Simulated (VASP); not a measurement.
Cs, 1 atom in the cell. Symmetry: Im-3m, No. 229, cubic system. Conventional cell: a = 4.080 Å, b = 4.080 Å, c = 4.080 Å, α = 90.00°, β = 90.00°, γ = 90.00°. Cs (site symmetry m-3m) has 14 Cs at 3.53 to 4.08 Å within 4.6 Å. 

| Item | Value |
| --- | --- |
| Program | VASP 6.6.1 |
| Task | single point |
| Functional | PBEsol |
| Potentials or basis | VASP PAW PBE potentials, release 64 (Cs_sv) |
| Cutoff | 520 eV |
| k mesh | 6 × 6 × 6 |
| Occupations | fermi-dirac, width 0.05 eV |
| Spin | no spin polarisation |
| Dipole correction | no |
| Further INCAR settings | ALGO = Normal; EDIFF = 1e-06; NBANDS = 10 |

Potentials or basis: VASP PAW PBE potentials, release 64 (Cs_sv).

Launch:

```bash
$ cat potpaw_PBE.64/Cs_sv/POTCAR > POTCAR
$ mpirun -np 1 vasp_std > vasp.out
```

Hardware: 1 thread of Intel(R) Xeon(R) Platinum 8375C CPU @ 2.90GHz (Ice Lake), with other jobs on the host.

**Question.** How long does it take, and how much memory?

**Answer.** Run time: 7.7 s on 1 thread of Intel(R) Xeon(R) Platinum 8375C CPU @ 2.90GHz (Ice Lake), on a shared host, peak memory 0.15 GiB. Counts: scf iterations 11, k points 16.
